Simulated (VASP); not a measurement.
# CsBr (R-3m) in VASP: further runs, part 2 of 2

VASP 6.6.1.

## 3. Single point, r2SCAN (strain along [111] -0.7%)

Contents of POSCAR:

```
CsBr
1.0
    4.3098752850     -0.0095026314     -0.0095026314
   -0.0095026314      4.3098752850     -0.0095026314
   -0.0095026314     -0.0095026314      4.3098752850
Cs Br
1 1
Direct
    0.0000000000      0.0000000000      0.0000000000
    0.5000000000      0.5000000000      0.5000000000
```

Contents of INCAR.step1:

```
PREC = Accurate
ENCUT = 520
ISMEAR = 0
SIGMA = 0.01
LREAL = False
LASPH = True
NELM = 100
NBANDS = 15
GGA = PE
ALGO = Normal
EDIFF = 1E-4
LWAVE = True
LCHARG = False
```

Contents of INCAR.step2:

```
PREC = Accurate
ENCUT = 520
EDIFF = 1E-7
ISMEAR = 0
SIGMA = 0.01
LREAL = False
LASPH = True
NELM = 100
ALGO = Normal
ISIF = 2
LWAVE = False
LCHARG = True
METAGGA = R2SCAN
LMIXTAU = True
LELF = True
LVHAR = True
NBANDS = 15
ISTART = 1
```

Contents of KPOINTS:

```
Automatic mesh
0
Gamma
  6 6 6
```

Potentials or basis: VASP PAW PBE potentials, release 64 (Cs_sv, Br).

Started as:

```console
cat potpaw_PBE.64/Cs_sv/POTCAR potpaw_PBE.64/Br/POTCAR > POTCAR
cp INCAR.step1 INCAR
mpirun -np 1 vasp_std > vasp.out
cp INCAR.step2 INCAR
mpirun -np 1 vasp_std > vasp.out
```

OUTCAR:

```text
PREC = Accurate
   ENCUT = 520
   EDIFF = 1E-7
   ISMEAR = 0
   LREAL = False
   LASPH = True
   NELM = 100
   ISIF = 2
   METAGGA = R2SCAN
   ISTART = 1

 ion  position               nearest neighbor table
   1  0.000  0.000  0.000-
   2  0.500  0.500  0.500-

  LATTYP: Found a trigonal (rhomboedric) cell.
 ALAT       =     4.3098962368
 COS(alpha) =    -0.0044047971

  Lattice vectors:

 A1 = (   4.3098752850,  -0.0095026314,  -0.0095026314)
 A2 = (  -0.0095026314,   4.3098752850,  -0.0095026314)
 A3 = (  -0.0095026314,  -0.0095026314,   4.3098752850)

Analysis of symmetry for initial positions (statically):
=====================================================================
 Subroutine PRICEL returns:
 Original cell was already a primitive cell.

 Routine SETGRP: Setting up the symmetry group for a
 trigonal (rhombohedral) supercell.

 Subroutine GETGRP returns: Found 12 space group operations
 (whereof 12 operations were pure point group operations)
 out of a pool of 12 trial point group operations.

The static configuration has the point symmetry D_3d.

Analysis of symmetry for dynamics (positions and initial velocities):
=====================================================================
 Subroutine PRICEL returns:
 Original cell was already a primitive cell.

 Routine SETGRP: Setting up the symmetry group for a
 trigonal (rhombohedral) supercell.

 Subroutine GETGRP returns: Found 12 space group operations
 (whereof 12 operations were pure point group operations)
 out of a pool of 12 trial point group operations.

The dynamic configuration has the point symmetry D_3d.

 Subroutine INISYM returns: Found 12 space group operations
 (whereof 12 operations are pure point group operations),
 and found     1 'primitive' translations

----------------------------------------------------------------------------------------

[... 119 lines left out ...]
   AEXX    =    0.0000 exact exchange contribution
   IVDW    =     0    specifies the selected vdW correction
   LEPSILON=     F    determine dielectric tensor
   LRPA    =     F    only Hartree local field effects (RPA)
 non-spin polarized calculation
 Gauss-broadening in eV      SIGMA  =   0.01
  energy-cutoff  :      520.00
  volume of cell :       80.05
 maximum number of plane-waves:      2176
   NGX = 17   NGY = 17   NGZ = 17

 number of electron      16.0000000 magnetization

 Free energy of the ion-electron system (eV)
  ---------------------------------------------------
  ext. energy  EPLUGINS =         0.00000000
  ---------------------------------------------------
  free energy    TOTEN  =       -42.32470389 eV

  energy without entropy =      -42.32470389  energy(sigma->0) =      -42.32470389

 E-fermi :  -0.6854     XC(G=0):  -8.3839

 val. band max:       -0.7424603541   @ k =   0.5000   0.5000  -0.0000
 cond. band min:       4.4732262790   @ k =   0.0000   0.0000   0.0000
 fundamental gap:      5.2156866330
 Fermi energy:        -0.6854066337

 k-point     1 :       0.0000    0.0000    0.0000
  band No.  band energies     occupation
      1     -21.0706      2.00000
      2     -13.5211      2.00000
      3      -7.2979      2.00000
      4      -7.2935      2.00000
      5      -7.2935      2.00000
      6      -0.7458      2.00000
      7      -0.7458      2.00000
      8      -0.7426      2.00000
      9       4.4732      0.00000
     10       4.6754      0.00000
     11       4.6754      0.00000
     12       9.0054      0.00000
     13       9.0413      0.00000
     14       9.0413      0.00000
[... 401 lines left out ...]
      2     -13.4286      2.00000
      3      -7.7883      2.00000
      4      -7.6741      2.00000
      5      -7.3016      2.00000
      6      -1.5431      2.00000
      7      -1.4051      2.00000
      8      -1.0075      2.00000
      9       5.9784      0.00000
     10       6.1682      0.00000
     11       7.3450      0.00000
     12       7.6010      0.00000
     13       8.8252      0.00000
     14      10.0398      0.00000
     15      11.2740      0.00000

 [... further k-points ...]

------------------------ aborting loop because EDIFF is reached ----------------------------------------

  FORCE on cell =-STRESS in cart. coord.  units (eV):
  Direction    XX          YY          ZZ          XY          YZ          ZX
  --------------------------------------------------------------------------------------
  -------------------------------------------------------------------------------------
  Total        0.0988453      0.0988453      0.0988453      0.0202087      0.0202087      0.0202087
  in kB        1.9782402      1.9782402      1.9782402      0.4044456      0.4044456      0.4044456
  external PRESSURE =       1.9782402 kB  Pullay stress =       0.0000000 kB

 VOLUME and BASIS-vectors are now :
 -----------------------------------------------------------------------------
  energy-cutoff  :      520.00
  volume of cell :       80.05
      direct lattice vectors                 reciprocal lattice vectors
     4.309875285 -0.009502631 -0.009502631     0.232027536  0.000512717  0.000512717
    -0.009502631  4.309875285 -0.009502631     0.000512717  0.232027536  0.000512717
    -0.009502631 -0.009502631  4.309875285     0.000512717  0.000512717  0.232027536

 POSITION                                       TOTAL-FORCE (eV/Angst)
 -----------------------------------------------------------------------------------
      0.00000      0.00000      0.00000        -0.000000     -0.000000      0.000000
      2.14544      2.14544      2.14544         0.000000      0.000000      0.000000
 -----------------------------------------------------------------------------------
    total drift:                                0.000000      0.000000     -0.000000

  FREE ENERGIE OF THE ION-ELECTRON SYSTEM (eV)
  ---------------------------------------------------
  free  energy   TOTEN  =       -42.3247038865 eV

  energy  without entropy=      -42.3247038865  energy(sigma->0) =      -42.32470389
```

It took 83 s on 1 thread of Intel Xeon Platinum 8259CL at 2.50GHz (Skylake/Cascade Lake), shared host; peak memory 0.2 GiB.

Results:

```
Free energy            : -42.3247 eV
Pressure               : 0.2 GPa
Band gap on the k mesh : 5.22 eV
```

Levels at points of the mesh, in eV from the valence-band top:
| k point | band 4 | band 5 | band 6 | band 7 | band 8 | band 9 | band 10 | band 11 | band 12 | band 13 |
| --- | --- | --- | --- | --- | --- | --- | --- | --- | --- | --- |
| (0.00, 0.00, 0.00) | -6.55 | -6.55 | 0.00 | 0.00 | 0.00 | 5.22 | 5.42 | 5.42 | 9.75 | 9.78 |
| (0.50, 0.00, 0.00) | -6.45 | -6.45 | -1.27 | -0.20 | -0.19 | 6.43 | 7.88 | 8.41 | 8.94 | 9.49 |
| (0.50, 0.50, 0.00) | -7.12 | -6.39 | -0.58 | -0.57 | 0.00 | 5.84 | 6.12 | 7.85 | 7.86 | 11.69 |
| (0.50, 0.50, 0.50) | -6.95 | -6.94 | -1.14 | -1.14 | -1.14 | 8.91 | 8.91 | 8.97 | 9.79 | 9.79 |

Caveat: the cell differs from its parent crystal (strain along [111] -0.7%); the PAW data sets were made with another functional, which shifts forces and pressure a little; spin-orbit coupling is left out, which moves the levels of the heavy elements.
